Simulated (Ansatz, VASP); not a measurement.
# One calculation of BaF2, two programs

File POSCAR:

```
BaF2
1.0
    0.0000000000      3.0971637718      3.1591070472
    3.0971637718      0.0000000000      3.1591070472
    3.0971637718      3.0971637718      0.0000000000
Ba F
1 2
Direct
    0.0000000000      0.0000000000      0.0000000000
    0.2500000000      0.2500000000      0.2500000000
    0.7500000000      0.7500000000      0.7500000000
```

INCAR.step1

```
SYSTEM = BaF2
  PREC = Accurate
  ENCUT = 520
  EDIFF = 1E-5
  ISMEAR = 0
  SIGMA = 0.01
  LREAL = .False.
  LASPH = .True.
  NELM = 120
  ALGO = Normal
  ISIF = 2
  LWAVE = .True.
  LCHARG = .False.
  NBANDS = 19
  GGA = PE
  GGA_COMPAT = .False.
  KPAR = 4
```

The input INCAR.step2:

```
SYSTEM = BaF2
  PREC = Accurate
  ENCUT = 520
  EDIFF = 1E-6
  ISMEAR = 0
  SIGMA = 0.01
  LREAL = .False.
  LASPH = .True.
  NELM = 120
  ALGO = Normal
  ISIF = 2
  LWAVE = .False.
  LCHARG = .False.
  GGA = PE
  LHFCALC = .True.
  HFSCREEN = 0.2079
  PRECFOCK = Normal
  NBANDS = 19
  ISTART = 1
  GGA_COMPAT = .False.
  KPAR = 4
```

The input KPOINTS:

```
regular mesh
0
Gamma
  6 6 6
  0 0 0
```

Input for Ansatz:

```yaml
crystal:
  lattice:
    - [0.0, 3.0971637718, 3.1591070472]
    - [3.0971637718, 0.0, 3.1591070472]
    - [3.0971637718, 3.0971637718, 0.0]
  atoms:
    - { symbol: Ba, position: [0.0, 0.0, 0.0] }
    - { symbol: F, position: [0.25, 0.25, 0.25] }
    - { symbol: F, position: [0.75, 0.75, 0.75] }
kpoints:
  mp_grid: { grid: [6, 6, 6] }
  band_path:
    path:
      - [0.0, 0.0, 0.0]
      - [0.5, 0.0, 0.5]
      - [0.625, 0.25, 0.625]
      - [0.375, 0.375, 0.75]
      - [0.5, 0.5, 0.5]
      - [0.5, 0.25, 0.75]
      - [-0.03125, 0.208333, -0.239583]
    npoints: 1
hamiltonian:
  xc: hse06
scf:
  occupations: { method: fixed }
  n_extra_bands: 4
output:
  forces: true
  stress: true
  eigenvalues: true
```

Change from the starting cell: uniaxial_z strain +2.0%.

Alike in both runs: task single point; functional HSE06; k mesh 6 × 6 × 6; no spin polarisation.

```csv
,VASP,Ansatz
version,VASP 6.6.1,Ansatz 0.2.0
potentials or method,"VASP PAW PBE potentials, release 64 (Ba_sv, F)","plane waves, PAW"
plane-wave cutoff (eV),520,420
occupations,"gaussian, width 0.01 eV",fixed
valence electrons in the cell,24,24
```

|  | VASP | Ansatz | Ansatz less VASP |
| --- | --- | --- | --- |
| gap on the k mesh at the Fermi level (eV) | 8.61 | 8.68 | +0.072 |
| pressure (GPa) | 0.2 | -0.8 | -0.93 |
| traceless stress, the component that is largest in VASP (GPa) | -0.68 | -0.70 | -0.018 |

Ansatz's warnings: stress exchange threshold loose, stress scf threshold loose.

Spin-orbit coupling is off throughout.
